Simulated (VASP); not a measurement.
# In (I4_1/amd) in VASP: a series of runs

The runs below take In through relaxation of cell and atoms, single point, with LDA.

Program: VASP 6.6.1. These are calculated values, not measurements. Logs are shortened: lines on timing, memory, paths and dates and some standing lists are left out, and cuts for length are marked.

## (1) The cell of the first run

Symmetry: I4_1/amd, No. 141, tetragonal system. Conventional cell: a = 4.794 Å, b = 4.794 Å, c = 2.637 Å, α = 90.00°, β = 90.00°, γ = 90.00°. In (site symmetry -4m2) has 10 In at 2.49 to 3.11 Å within 3.3 Å.

## (2) Relaxation of cell and atoms, LDA, target pressure 90 GPa, at which the enthalpy is minimised

INCAR reads:

```
SYSTEM = In
PREC = Accurate
ENCUT = 600
EDIFF = 1E-7
ISMEAR = -1
SIGMA = 0.1
LREAL = .False.
LASPH = .True.
NELM = 80
ALGO = Normal
ISIF = 3
LWAVE = .False.
LCHARG = .False.
IBRION = 2
NSW = 60
EDIFFG = -0.005
PSTRESS = 900.0
```

KPOINTS reads:

```
regular mesh
0
Gamma
  16 16 16
  0 0 0
```

POSCAR reads:

```
In
1.0
   -2.3972323416      2.3972323416      1.3184777879
    2.3972323416     -2.3972323416      1.3184777879
    2.3972323416      2.3972323416     -1.3184777879
In
2
Direct
   -0.3750000000     -0.1250000000     -0.2500000000
    0.3750000000      0.1250000000      0.2500000000
```

Potentials or basis: VASP PAW LDA potentials, release 64 (In_d).

Started as:

```console
$ cat potpaw_LDA.64/In_d/POTCAR > POTCAR
$ mpirun -np 1 vasp_std > vasp.out
```

OUTCAR:

```text
SYSTEM = In
   PREC = Accurate
   ENCUT = 600
   EDIFF = 1E-7
   ISMEAR = -1
   LREAL = .False.
   LASPH = .True.
   NELM = 80
   ISIF = 3
   IBRION = 2
   NSW = 60
   EDIFFG = -0.005
   PSTRESS = 900.0

 ion  position               nearest neighbor table
   1  0.625  0.875  0.750-   2 2.49   2 2.49   2 2.49   2 2.49   2 3.11   2 3.11   2 3.11   2 3.11

   2  0.375  0.125  0.250-   1 2.49   1 2.49   1 2.49   1 2.49   1 3.11   1 3.11   1 3.11   1 3.11

  LATTYP: Found a body centered tetragonal cell.
 ALAT       =     4.7944646832
 C/A-ratio  =     0.5500000000

  Lattice vectors:

 A1 = (  -2.3972323416,   2.3972323416,   1.3184777879)
 A2 = (   2.3972323416,  -2.3972323416,   1.3184777879)
 A3 = (   2.3972323416,   2.3972323416,  -1.3184777879)

Analysis of symmetry for initial positions (statically):
=====================================================================
 Subroutine PRICEL returns:
 Original cell was already a primitive cell.

 Routine SETGRP: Setting up the symmetry group for a
 body centered tetragonal supercell.

 Subroutine GETGRP returns: Found 16 space group operations
 (whereof  4 operations were pure point group operations)
 out of a pool of 16 trial point group operations.

The static configuration has the point symmetry C_2h.
 The point group associated with its full space group is D_4h.

Analysis of symmetry for dynamics (positions and initial velocities):
=====================================================================
 Subroutine PRICEL returns:
 Original cell was already a primitive cell.

 Routine SETGRP: Setting up the symmetry group for a
 body centered tetragonal supercell.

 Subroutine GETGRP returns: Found 16 space group operations
 (whereof  4 operations were pure point group operations)
 out of a pool of 16 trial point group operations.

The dynamic configuration has the point symmetry C_2h.
 The point group associated with its full space group is D_4h.

 Subroutine INISYM returns: Found 16 space group operations
 (whereof  4 operations are pure point group operations),
 and found     1 'primitive' translations

----------------------------------------------------------------------------------------

                                     Primitive cell

  volume of cell :      30.3077

  direct lattice vectors                    reciprocal lattice vectors
    -2.397232342  2.397232342  1.318477788     0.000000000  0.208573859  0.379225198
     2.397232342 -2.397232342  1.318477788     0.208573859  0.000000000  0.379225198
     2.397232342  2.397232342 -1.318477788     0.208573859  0.208573859  0.000000000

  length of vectors
     3.637558175  3.637558175  3.637558175     0.432798805  0.432798805  0.294967980

  position of ions in fractional coordinates (direct lattice)
     0.625000000  0.875000000  0.750000000
     0.375000000  0.125000000  0.250000000

  ion indices of the primitive-cell ions
   primitive index   ion index
                 1           1
                 2           2

----------------------------------------------------------------------------------------

 KPOINTS: regular mesh

Automatic generation of k-mesh.
 Grid dimensions read from file:
 generate k-points for:   16   16   16

 Generating k-lattice:

  Cartesian coordinates                     Fractional coordinates (reciprocal lattice)
     0.000000000  0.013035866  0.023701575     0.062500000  0.000000000  0.000000000
     0.013035866  0.000000000  0.023701575     0.000000000  0.062500000  0.000000000
     0.013035866  0.013035866  0.000000000     0.000000000  0.000000000  0.062500000

  Length of vectors
     0.027049925  0.027049925  0.018435499

  Shift w.r.t. Gamma in fractional coordinates (k-lattice)
     0.000000000  0.000000000  0.000000000

 Subroutine IBZKPT returns following result:
 ===========================================

 Found    349 irreducible k-points:

 Following reciprocal coordinates:
            Coordinates               Weight
  0.000000  0.000000  0.000000      1.000000
  0.062500  0.000000  0.000000      8.000000
  0.125000  0.000000  0.000000      8.000000
  0.187500  0.000000  0.000000      8.000000
  0.250000  0.000000  0.000000      8.000000
  0.312500 -0.000000  0.000000      8.000000
[... 16 lines left out ...]
 -0.125000  0.062500  0.000000     16.000000
 -0.062500  0.062500  0.000000      4.000000
 [... further k-points ...]
   k-points           NKPTS =    349   k-points in BZ     NKDIM =    349   number of bands    NBANDS=     17
   number of dos      NEDOS =    301   number of ions     NIONS =      2
   total plane-waves  NPLWV =  27000
   dimension x,y,z NGX =    30 NGY =   30 NGZ =   30
   dimension x,y,z NGXF=    60 NGYF=   60 NGZF=   60
   ions per type =               2
   NGX,Y,Z   is equivalent  to a cutoff of  13.71, 13.71, 13.71 a.u.
   NGXF,Y,Z  is equivalent  to a cutoff of  27.42, 27.42, 27.42 a.u.
 SYSTEM =  In
   PREC   = accura    normal or accurate (medium, high low for compatibility)
   ISTART =      0    job   : 0-new  1-cont  2-samecut
   ICHARG =      2    charge: 1-file 2-atom 10-const
   ISPIN  =      1    spin polarized calculation?
   LNONCOLLINEAR =      F non collinear calculations
   LSORBIT =      F    spin-orbit coupling
   LASPH  =      T    aspherical Exc in radial PAW
   ENCUT  =  600.0 eV  44.10 Ry    6.64 a.u.   7.27  7.27  7.27*2*pi/ulx,y,z
   NELM   =     80;   NELMIN=  2; NELMDL= -5     # of ELM steps
   EDIFF  = 0.1E-06   stopping-criterion for ELM
   LREAL  =      F    real-space projection
   EDIFFG = -.5E-02   stopping-criterion for IOM
   NSW    =     60    number of steps for IOM
   IBRION =      2    ionic relax: 0-MD 1-quasi-New 2-CG
   NFREE  =      1    steps in history (QN), initial steepest desc. (CG)
   ISIF   =      3    stress and relaxation
   ISYM   =      2    0-nonsym 1-usesym 2-fastsym
   POTIM  = 0.5000    time-step for ionic-motion
   TEBEG  =    0.0;   TEEND  =   0.0 temperature during run
   PSTRESS=  900.0 pullay stress
   NELECT =      26.0000    total number of electrons
   NUPDOWN=      -1.0000    fix difference up-down
   EMIN   =  10.00;   EMAX   =-10.00  energy-range for DOS
   EFERMI =   0.00;   METHOD = LEGACY
   ISMEAR =    -1;   SIGMA  =   0.10  broadening in eV -4-tet -1-fermi 0-gaus
   EFERMI_NEDOS =   21; number of points for ismear=-14 and -15
   IALGO  =     38    algorithm
   IMIX   =      4    mixing-type and parameters
     AMIX     =   0.40;   BMIX     =  1.00
     AMIX_MAG =   1.60;   BMIX_MAG =  1.00
  volume/ion in A,a.u.               =      15.15       102.26
  Fermi-wavevector in a.u.,A,eV,Ry     =   1.555541  2.939547 32.922143  2.419709
  Thomas-Fermi vector in A             =   2.659468
   LORBIT       =      0    0 simple, 1 ext, 2 COOP (PROOUT), +10 PAW based schemes
   GGA     = CA    functional components
   LHFCALC =     F    Hartree Fock is set to
   AEXX    =    0.0000 exact exchange contribution
   IVDW    =     0    specifies the selected vdW correction
   LEPSILON=     F    determine dielectric tensor
   LRPA    =     F    only Hartree local field effects (RPA)
 conjugate gradient relaxation of ions
 non-spin polarized calculation
  energy-cutoff  :      600.00
  volume of cell :       30.31
 maximum number of plane-waves:      1029
 NGX is ok and might be reduce to    30
   NGX = 15   NGY = 15   NGZ = 15

--------------------------------------- Ionic step        1  -------------------------------------------

 number of electron      26.0000005 magnetization

 Free energy of the ion-electron system (eV)
  ---------------------------------------------------
  ext. energy  EPLUGINS =         0.00000000
  ---------------------------------------------------
  free energy    TOTEN  =        -2.55122278 eV

  energy without entropy =       -2.52574242  energy(sigma->0) =       -2.53848260

------------------------ aborting loop because EDIFF is reached ----------------------------------------

  FORCE on cell =-STRESS in cart. coord.  units (eV):
  Direction    XX          YY          ZZ          XY          YZ          ZX
  --------------------------------------------------------------------------------------
  -------------------------------------------------------------------------------------
  Total       19.7005285     19.7005285     16.3506075      0.0000000      0.0000000     -0.0000000
  in kB     1041.4427331   1041.4427331    864.3535296      0.0000000      0.0000000     -0.0000000
  external PRESSURE =      82.4129986 kB  Pullay stress =     900.0000000 kB
[... 289 lines left out ...]
  enthalpy is  TOTEN    =        14.4142267265 eV   P V=       17.3387110200

--------------------------------------- Ionic step        9  -------------------------------------------

 number of electron      25.9999991 magnetization

 Free energy of the ion-electron system (eV)
  ---------------------------------------------------
  ext. energy  EPLUGINS =         0.00000000
  ---------------------------------------------------
  free energy    TOTEN  =        -2.92935114 eV

  energy without entropy =       -2.90412757  energy(sigma->0) =       -2.91673936

 E-fermi :  15.1395     XC(G=0): -13.2553

 val. band max:       15.1213432504   @ k =  -0.1250  -0.1875   0.0625
 cond. band min:      15.1452762711   @ k =   0.3750   0.0000   0.0000
 fundamental gap:      0.0239330207
 Fermi energy:        15.1395433907

 k-point     1 :       0.0000    0.0000    0.0000
  band No.  band energies     occupation
      1      -2.0482      2.00000
      2      -1.8077      2.00000
      3      -1.6322      2.00000
      4      -1.6033      2.00000
      5      -0.0819      2.00000
      6      -0.0819      2.00000
[... 9 lines left out ...]
     16      26.0669      0.00000
     17      26.0669      0.00000
[... 443 lines left out ...]
      1      -2.0309      2.00000
      2      -1.7853      2.00000
      3      -1.6372      2.00000
      4      -1.6095      2.00000
      5      -0.0903      2.00000
      6      -0.0750      2.00000
[... 9 lines left out ...]
     16      25.7641      0.00000
     17      25.7985      0.00000

 [... further k-points ...]

------------------------ aborting loop because EDIFF is reached ----------------------------------------

  FORCE on cell =-STRESS in cart. coord.  units (eV):
  Direction    XX          YY          ZZ          XY          YZ          ZX
  --------------------------------------------------------------------------------------
  -------------------------------------------------------------------------------------
  Total       17.3427957     17.3427957     17.3443141      0.0000000     -0.0000000     -0.0000000
  in kB      899.9596371    899.9596371    900.0384341      0.0000000     -0.0000000     -0.0000000
  external PRESSURE =      -0.0140972 kB  Pullay stress =     900.0000000 kB
[... 17 lines left out ...]
  FREE ENERGIE OF THE ION-ELECTRON SYSTEM (eV)
  ---------------------------------------------------
  free  energy   TOTEN  =        -2.9293511415 eV

  energy  without entropy=       -2.9041275717  energy(sigma->0) =       -2.91673936

  enthalpy is  TOTEN    =        14.4142223283 eV   P V=       17.3435734699

 reached required accuracy - stopping structural energy minimisation
```

Run time: 35 min. Hardware: 1 thread of AMD EPYC 7R13 (Zen 3), shared host; peak memory 0.27 GiB.

Results:

```yaml
Free_energy: -2.9294 eV
Relaxed_volume: 15.44 Å³/atom
Relaxed_cell: a = 3.691 Å, b = 3.691 Å, c = 3.691 Å, α = 97.03°, β = 97.03°, γ = 139.03°
Space_group_after_relaxing_to_0.05_Å: I4_1/amd (No. 141)
Energy_change_on_relaxing_the_enthalpy_is_what_falls: -189.1 meV/atom
Ionic_steps: 9
Pressure_after_relaxing: 90.0 GPa
Band_gap_on_the_k_mesh: zero (band 13 reaches 18.95 eV, above the bottom of band 14 at 9.38 eV)
```

Step by step:
```
step  energy change (eV)  largest force (eV/Å)  pressure (GPa)  volume (Å³)
   1              0.0000                0.0000           98.24        30.31
   2             -1.6752                0.0000           59.07        33.79
   3             -0.5690                0.0000           85.40        31.24
   4             -0.5397                0.0000           86.06        31.19
   5             -0.0772                0.0000           96.82        30.40
   6             -0.3831                0.0000           89.89        30.88
   7             -0.3796                0.0000           89.96        30.88
   8             -0.3733                0.0000           90.12        30.87
   9             -0.3781                0.0000           90.00        30.87
```

Final structure:
```
In
1.0
    -2.44469    2.44469    1.29152
     2.44469   -2.44469    1.29152
     2.44469    2.44469   -1.29152
In
2
Cartesian
  2.4447 1.2223 0.9686
  0.0000 1.2223 0.3229
```

Levels at points of the mesh, in eV from the Fermi level:
| k point | band 11 | band 12 | band 13 | band 14 | band 15 | band 16 |
| --- | --- | --- | --- | --- | --- | --- |
| (0.00, 0.00, 0.00) | -14.18 | -1.55 | -1.55 | 2.25 | 4.72 | 10.93 |
| (0.50, 0.00, 0.00) | -6.00 | -4.65 | -0.48 | 0.51 | 2.61 | 4.64 |
| (0.50, 0.50, 0.00) | -10.39 | -10.39 | 3.40 | 3.40 | 5.41 | 5.41 |
| (0.50, 0.50, 0.50) | -6.79 | -6.79 | -5.76 | -5.76 | 10.98 | 10.98 |

Caveat: the cell is relaxed towards a set pressure, so the enthalpy falls and the energy may rise; spin-orbit coupling is left out, which moves the levels of the heavy elements.

## (3) Single point, LDA

This run uses another cell than the first one, of 15.39 Å³/atom, 1.016 times its volume.

INCAR reads:

```
SYSTEM = In
ALGO = Normal ; EDIFF = 1E-6
ENCUT = 520 ; ISIF = 2
ISMEAR = -1 ; LASPH = .True.
LCHARG = .False. ; LREAL = .False.
LWAVE = .False. ; NBANDS = 20
NELM = 80 ; PREC = Accurate
SIGMA = 0.1
```

KPOINTS reads:

```
k-points
0
Gamma
  16 16 16
  0 0 0
```

POSCAR reads:

```
In
1.0
   -2.4422476684      2.4422476684      1.2904173967
    2.4422476684     -2.4422476684      1.2904173967
    2.4422476684      2.4422476684     -1.2904173967
In
2
Direct
   -0.3750000000     -0.1250000000     -0.2500000000
    0.3750000000      0.1250000000      0.2500000000
```

Potentials or basis: VASP PAW LDA potentials, release 64 (In_d).

Started as:

```console
$ cat potpaw_LDA.64/In_d/POTCAR > POTCAR
$ mpirun -np 1 vasp_std > vasp.out
```

Run time: 86 s. Hardware: 1 thread of Intel Xeon 6975P-C (Granite Rapids), shared host; peak memory 0.27 GiB.

Results (log left out):

| Quantity | Value |
| --- | --- |
| Free energy | -2.8796 eV |
| Pressure | 91.0 GPa |
| Band gap on the k mesh | zero (band 13 reaches 19.02 eV, above the bottom of band 14 at 9.43 eV) |

Stress tensor (GPa, compression positive):
```
91.04  0.00  0.00
 0.00 91.04  0.00
 0.00  0.00 90.96
```

Levels at points of the mesh, in eV from the Fermi level:
```csv
k point,band 10,band 11,band 12,band 13,band 14,band 15,band 16,band 17
"(0.00, 0.00, 0.00)",-14.28,-14.18,-1.55,-1.55,2.28,4.73,10.94,10.94
"(0.50, 0.00, 0.00)",-14.43,-6.01,-4.65,-0.49,0.51,2.62,4.64,6.92
"(0.50, 0.50, 0.00)",-14.90,-10.41,-10.41,3.41,3.41,5.42,5.42,11.35
"(0.50, 0.50, 0.50)",-15.14,-6.82,-6.82,-5.76,-5.76,10.99,10.99,15.65
```

Caveat: spin-orbit coupling is left out, which moves the levels of the heavy elements.

(Part 1 of 2 ends here.)
